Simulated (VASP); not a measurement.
# TiCo3 in VASP: a series of runs

Runs on TiCo3. Level: PBEsol. Tasks: single point, relaxation of cell and atoms.

Everything below comes from runs of VASP 6.6.1. Logs are shortened: lines on timing, memory, paths and dates and some standing lists are left out, and cuts for length are marked.

## (1) The cell of the first run

The structure is cubic, space group Pm-3m (No. 221). The conventional cell has a = 3.642 Å, b = 3.642 Å, c = 3.642 Å, α = 90.00°, β = 90.00°, γ = 90.00°. Within 3.4 Å of Ti (site symmetry m-3m) lie 12 Co at 2.58 Å. Co (site symmetry 4/mmm) has 4 Ti at 2.58 Å and 8 Co at 2.58 Å within 3.4 Å.

## (2) Single point, PBEsol, collinear spin, ferromagnetic start (12.08 Å³/atom)

Contents of INCAR:

```
PREC = Accurate
ENCUT = 520
EDIFF = 1E-6
ISMEAR = 0
SIGMA = 0.1
LREAL = F
LASPH = T
NELM = 150
ALGO = Normal
ISIF = 2
LWAVE = F
LCHARG = F
ISPIN = 2
MAGMOM = 0 0.3 0.3 0.3
LORBIT = 11
LMAXMIX = 4
GGA = PS
NBANDS = 32
```

Contents of KPOINTS:

```
Automatic mesh
0
Gamma
  12 12 12
```

Contents of POSCAR:

```
TiCo3
1.0
    3.6421388803      0.0000000000      0.0000000000
    0.0000000000      3.6421388803      0.0000000000
    0.0000000000      0.0000000000      3.6421388803
Ti Co
1 3
Direct
    0.0000000000      0.0000000000      0.0000000000
    0.0000000000      0.5000000000      0.5000000000
    0.5000000000      0.0000000000      0.5000000000
    0.5000000000      0.5000000000      0.0000000000
```

Potentials or basis: VASP PAW PBE potentials, release 64 (Ti_sv, Co).

Launch:

```console
$ cat potpaw_PBE.64/Ti_sv/POTCAR potpaw_PBE.64/Co/POTCAR > POTCAR
$ mpirun -np 1 vasp_std > vasp.out
```

OUTCAR:

```text
PREC = Accurate
   ENCUT = 520
   EDIFF = 1E-6
   ISMEAR = 0
   LREAL = F
   LASPH = T
   NELM = 150
   ISIF = 2
   ISPIN = 2
   LORBIT = 11
   GGA = PS

 ion  position               nearest neighbor table
   1  0.000  0.000  0.000-   2 2.58   3 2.58   4 2.58   2 2.58   3 2.58   2 2.58   4 2.58   2 2.58
                             3 2.58   4 2.58   3 2.58   4 2.58
   2  0.000  0.500  0.500-   1 2.58   3 2.58   4 2.58   1 2.58   4 2.58   1 2.58   3 2.58   1 2.58
                             3 2.58   4 2.58   4 2.58   3 2.58
   3  0.500  0.000  0.500-   1 2.58   2 2.58   4 2.58   1 2.58   4 2.58   2 2.58   4 2.58   4 2.58
                             1 2.58   2 2.58   1 2.58   2 2.58
   4  0.500  0.500  0.000-   1 2.58   2 2.58   3 2.58   2 2.58   3 2.58   1 2.58   3 2.58   3 2.58
                             1 2.58   2 2.58   2 2.58   1 2.58

  LATTYP: Found a simple cubic cell.
 ALAT       =     3.6421388803

  Lattice vectors:

 A1 = (   3.6421388803,   0.0000000000,   0.0000000000)
 A2 = (   0.0000000000,   3.6421388803,   0.0000000000)
 A3 = (   0.0000000000,   0.0000000000,   3.6421388803)

Analysis of symmetry for initial positions (statically):
=====================================================================
 Subroutine PRICEL returns:
 Original cell was already a primitive cell.

 Routine SETGRP: Setting up the symmetry group for a
 simple cubic supercell.

 Subroutine GETGRP returns: Found 48 space group operations
 (whereof 48 operations were pure point group operations)
 out of a pool of 48 trial point group operations.

The static configuration has the point symmetry O_h .

Analysis of symmetry for dynamics (positions and initial velocities):
=====================================================================
 Subroutine PRICEL returns:
 Original cell was already a primitive cell.

 Routine SETGRP: Setting up the symmetry group for a
 simple cubic supercell.

 Subroutine GETGRP returns: Found 48 space group operations
 (whereof 48 operations were pure point group operations)
 out of a pool of 48 trial point group operations.

The dynamic configuration has the point symmetry O_h .

Analysis of structural, dynamic, and magnetic symmetry:
=====================================================================
 Subroutine PRICEL returns:
 Original cell was already a primitive cell.

 Routine SETGRP: Setting up the symmetry group for a
 simple cubic supercell.

 Subroutine GETGRP returns: Found 48 space group operations
 (whereof 48 operations were pure point group operations)
 out of a pool of 48 trial point group operations.

The overall configuration has the point symmetry O_h .

 Subroutine INISYM returns: Found 48 space group operations
 (whereof 48 operations are pure point group operations),
 and found     1 'primitive' translations

----------------------------------------------------------------------------------------

                                     Primitive cell

  volume of cell :      48.3136

  direct lattice vectors                    reciprocal lattice vectors
     3.642138880  0.000000000  0.000000000     0.274563940  0.000000000  0.000000000
     0.000000000  3.642138880  0.000000000     0.000000000  0.274563940  0.000000000
     0.000000000  0.000000000  3.642138880     0.000000000  0.000000000  0.274563940

  length of vectors
     3.642138880  3.642138880  3.642138880     0.274563940  0.274563940  0.274563940

  position of ions in fractional coordinates (direct lattice)
     0.000000000  0.000000000  0.000000000
     0.000000000  0.500000000  0.500000000
     0.500000000  0.000000000  0.500000000
     0.500000000  0.500000000  0.000000000

  ion indices of the primitive-cell ions
   primitive index   ion index
                 1           1
                 2           2
                 3           3
                 4           4

----------------------------------------------------------------------------------------

 KPOINTS: Automatic mesh

Automatic generation of k-mesh.
 Grid dimensions read from file:
 generate k-points for:   12   12   12

 Generating k-lattice:

  Cartesian coordinates                     Fractional coordinates (reciprocal lattice)
     0.022880328  0.000000000  0.000000000     0.083333333  0.000000000  0.000000000
     0.000000000  0.022880328  0.000000000     0.000000000  0.083333333  0.000000000
     0.000000000  0.000000000  0.022880328     0.000000000  0.000000000  0.083333333

  Length of vectors
     0.022880328  0.022880328  0.022880328

  Shift w.r.t. Gamma in fractional coordinates (k-lattice)
     0.000000000  0.000000000  0.000000000

 Subroutine IBZKPT returns following result:
 ===========================================

 Found     84 irreducible k-points:

 Following reciprocal coordinates:
            Coordinates               Weight
  0.000000  0.000000  0.000000      1.000000
  0.083333  0.000000  0.000000      6.000000
  0.166667  0.000000  0.000000      6.000000
  0.250000  0.000000  0.000000      6.000000
  0.333333  0.000000  0.000000      6.000000
  0.416667  0.000000  0.000000      6.000000
[... 16 lines left out ...]
  0.333333  0.333333  0.000000     12.000000
  0.416667  0.333333  0.000000     24.000000
 [... further k-points ...]
   k-points           NKPTS =     84   k-points in BZ     NKDIM =     84   number of bands    NBANDS=     32
   number of dos      NEDOS =    301   number of ions     NIONS =      4
   total plane-waves  NPLWV =  21952
   dimension x,y,z NGX =    28 NGY =   28 NGZ =   28
   dimension x,y,z NGXF=    56 NGYF=   56 NGZF=   56
   ions per type =               1   3
   NGX,Y,Z   is equivalent  to a cutoff of  12.78, 12.78, 12.78 a.u.
   NGXF,Y,Z  is equivalent  to a cutoff of  25.56, 25.56, 25.56 a.u.
 SYSTEM =  unknown system
   PREC   = accura    normal or accurate (medium, high low for compatibility)
   ISTART =      0    job   : 0-new  1-cont  2-samecut
   ICHARG =      2    charge: 1-file 2-atom 10-const
   ISPIN  =      2    spin polarized calculation?
   LNONCOLLINEAR =      F non collinear calculations
   LSORBIT =      F    spin-orbit coupling
   LASPH  =      T    aspherical Exc in radial PAW
   ENCUT  =  520.0 eV  38.22 Ry    6.18 a.u.   6.77  6.77  6.77*2*pi/ulx,y,z
   NELM   =    150;   NELMIN=  2; NELMDL= -5     # of ELM steps
   EDIFF  = 0.1E-05   stopping-criterion for ELM
   LREAL  =      F    real-space projection
   EDIFFG = 0.1E-04   stopping-criterion for IOM
   NSW    =      0    number of steps for IOM
   IBRION =     -1    ionic relax: 0-MD 1-quasi-New 2-CG
   NFREE  =      0    steps in history (QN), initial steepest desc. (CG)
   ISIF   =      2    stress and relaxation
   ISYM   =      2    0-nonsym 1-usesym 2-fastsym
   POTIM  = 0.5000    time-step for ionic-motion
   TEBEG  =    0.0;   TEEND  =   0.0 temperature during run
   PSTRESS=    0.0 pullay stress
   NELECT =      39.0000    total number of electrons
   NUPDOWN=      -1.0000    fix difference up-down
   EMIN   =  10.00;   EMAX   =-10.00  energy-range for DOS
   EFERMI =   0.00;   METHOD = LEGACY
   ISMEAR =     0;   SIGMA  =   0.10  broadening in eV -4-tet -1-fermi 0-gaus
   EFERMI_NEDOS =   21; number of points for ismear=-14 and -15
   IALGO  =     38    algorithm
   IMIX   =      4    mixing-type and parameters
     AMIX     =   0.40;   BMIX     =  1.00
     AMIX_MAG =   1.60;   BMIX_MAG =  1.00
  volume/ion in A,a.u.               =      12.08        81.51
  Fermi-wavevector in a.u.,A,eV,Ry     =   1.524310  2.880528 31.613407  2.323520
  Thomas-Fermi vector in A             =   2.632634
   LORBIT       =     11    0 simple, 1 ext, 2 COOP (PROOUT), +10 PAW based schemes
   GGA     = PS    functional components
   LHFCALC =     F    Hartree Fock is set to
   AEXX    =    0.0000 exact exchange contribution
   IVDW    =     0    specifies the selected vdW correction
   LEPSILON=     F    determine dielectric tensor
   LRPA    =     F    only Hartree local field effects (RPA)
 spin polarized calculation
 Gauss-broadening in eV      SIGMA  =   0.10
  energy-cutoff  :      520.00
  volume of cell :       48.31
 maximum number of plane-waves:      1332
 NGX is ok and might be reduce to    28
   NGX = 13   NGY = 13   NGZ = 13

 number of electron      39.0000001 magnetization       0.0016677

 number of electron      39.0000001 magnetization      -0.0000581

 Free energy of the ion-electron system (eV)
  ---------------------------------------------------
  ext. energy  EPLUGINS =         0.00000000
  ---------------------------------------------------
  free energy    TOTEN  =       -32.42523275 eV

  energy without entropy =      -32.39223007  energy(sigma->0) =      -32.40873141

 E-fermi :   9.3305     XC(G=0): -13.1231

 val. band max:        9.3303731449   @ k =   0.3333   0.0833   0.0833
 cond. band min:       9.3305740248   @ k =   0.3333   0.0833   0.0833
 fundamental gap:      0.0002008799
 Fermi energy:         9.3305135312

 spin component 1

 k-point     1 :       0.0000    0.0000    0.0000
  band No.  band energies     occupation
      1     -46.9941      1.00000
      2     -23.3329      1.00000
      3     -23.3329      1.00000
      4     -23.3329      1.00000
      5       1.6152      1.00000
      6       5.3894      1.00000
[... 23 lines left out ...]
     30      20.2583      0.00000
     31      20.3740      0.00000

 k-point     2 :       0.0833    0.0000    0.0000
  band No.  band energies     occupation
      1     -46.9939      1.00000
      2     -23.3363      1.00000
      3     -23.3330      1.00000
      4     -23.3330      1.00000
      5       1.7048      1.00000
      6       5.4218      1.00000
[... 23 lines left out ...]
     30      20.2957      0.00000
     31      20.7693      0.00000

 k-point     3 :       0.1667    0.0000    0.0000
  band No.  band energies     occupation
      1     -46.9933      1.00000
      2     -23.3456      1.00000
      3     -23.3332      1.00000
      4     -23.3332      1.00000
      5       1.9701      1.00000
      6       5.4936      1.00000
[... 703 lines left out ...]
     30      20.5280      0.00000
     31      22.1134      0.00000

 k-point    24 :       0.4167    0.3333    0.0000
  band No.  band energies     occupation
      1     -46.9892      1.00000
      2     -23.3743      1.00000
      3     -23.3651      1.00000
      4     -23.3351      1.00000
      5       4.7037      1.00000
      6       5.9158      1.00000
[... 23 lines left out ...]
     30      20.7239      0.00000
     31      21.2106      0.00000

 [... further k-points ...]

 spin component 2

 k-point     1 :       0.0000    0.0000    0.0000
  band No.  band energies     occupation
      1     -46.9941      1.00000
      2     -23.3328      1.00000
      3     -23.3328      1.00000
      4     -23.3328      1.00000
      5       1.6152      1.00000
      6       5.3894      1.00000
[... 23 lines left out ...]
     30      20.2583      0.00000
     31      20.3740      0.00000

 k-point     2 :       0.0833    0.0000    0.0000
  band No.  band energies     occupation
      1     -46.9939      1.00000
      2     -23.3363      1.00000
      3     -23.3329      1.00000
      4     -23.3329      1.00000
      5       1.7049      1.00000
      6       5.4218      1.00000
[... 23 lines left out ...]
     30      20.2957      0.00000
     31      20.7693      0.00000

 k-point     3 :       0.1667    0.0000    0.0000
  band No.  band energies     occupation
      1     -46.9933      1.00000
      2     -23.3456      1.00000
      3     -23.3332      1.00000
      4     -23.3332      1.00000
      5       1.9702      1.00000
      6       5.4935      1.00000
[... 703 lines left out ...]
     30      20.5281      0.00000
     31      22.1135      0.00000

 k-point    24 :       0.4167    0.3333    0.0000
  band No.  band energies     occupation
      1     -46.9892      1.00000
      2     -23.3743      1.00000
      3     -23.3650      1.00000
      4     -23.3351      1.00000
      5       4.7038      1.00000
      6       5.9158      1.00000
[... 23 lines left out ...]
     30      20.7239      0.00000
     31      21.2107      0.00000

 [... further k-points ...]

 [bands above 31 left out]

------------------------ aborting loop because EDIFF is reached ----------------------------------------

  FORCE on cell =-STRESS in cart. coord.  units (eV):
  Direction    XX          YY          ZZ          XY          YZ          ZX
  --------------------------------------------------------------------------------------
  -------------------------------------------------------------------------------------
  Total       -5.7670707     -5.7670707     -5.7670707     -0.0000000      0.0000000     -0.0000000
  in kB     -191.2477561   -191.2477561   -191.2477561     -0.0000000      0.0000000     -0.0000000
  external PRESSURE =    -191.2477561 kB  Pullay stress =       0.0000000 kB

 VOLUME and BASIS-vectors are now :
 -----------------------------------------------------------------------------
  energy-cutoff  :      520.00
  volume of cell :       48.31
      direct lattice vectors                 reciprocal lattice vectors
     3.642138880  0.000000000  0.000000000     0.274563940  0.000000000  0.000000000
     0.000000000  3.642138880  0.000000000     0.000000000  0.274563940  0.000000000
     0.000000000  0.000000000  3.642138880     0.000000000  0.000000000  0.274563940

 POSITION                                       TOTAL-FORCE (eV/Angst)
 -----------------------------------------------------------------------------------
      0.00000      0.00000      0.00000         0.000000      0.000000      0.000000
      0.00000      1.82107      1.82107         0.000000      0.000000      0.000000
      1.82107      0.00000      1.82107         0.000000      0.000000      0.000000
      1.82107      1.82107      0.00000         0.000000      0.000000      0.000000
 -----------------------------------------------------------------------------------
    total drift:                                0.000000      0.000000      0.000000

  FREE ENERGIE OF THE ION-ELECTRON SYSTEM (eV)
  ---------------------------------------------------
  free  energy   TOTEN  =       -32.4252327536 eV

  energy  without entropy=      -32.3922300733  energy(sigma->0) =      -32.40873141

 total charge

# of ion       s       p       d       tot
------------------------------------------
    1        2.256   6.178   1.889  10.323
    2        0.488   0.471   7.295   8.254
    3        0.488   0.471   7.295   8.254
    4        0.488   0.471   7.295   8.254
--------------------------------------------------
tot          3.720   7.591  23.774  35.085

 magnetization (x)

# of ion       s       p       d       tot
------------------------------------------
    1        0.000   0.000   0.000   0.000
    2       -0.000  -0.000  -0.000  -0.000
    3       -0.000  -0.000  -0.000  -0.000
    4       -0.000  -0.000  -0.000  -0.000
--------------------------------------------------
tot         -0.000   0.000  -0.000  -0.000
```

Run time: 10 min. Hardware: 1 thread of Oxide Virtual Turin-like, shared host; peak memory 0.28 GiB.

Results:

```yaml
Free_energy: -32.4252 eV
Pressure: -19.1 GPa
Net_moment: 0.00 μB per cell
Valence_electrons_inside_the_program's_atomic_spheres: Ti 10.32; Co 8.25
```

Caveat: the cell stands under tension; the PAW data sets were made with another functional, which shifts forces and pressure a little.

(Continued in part 2 of 2.)
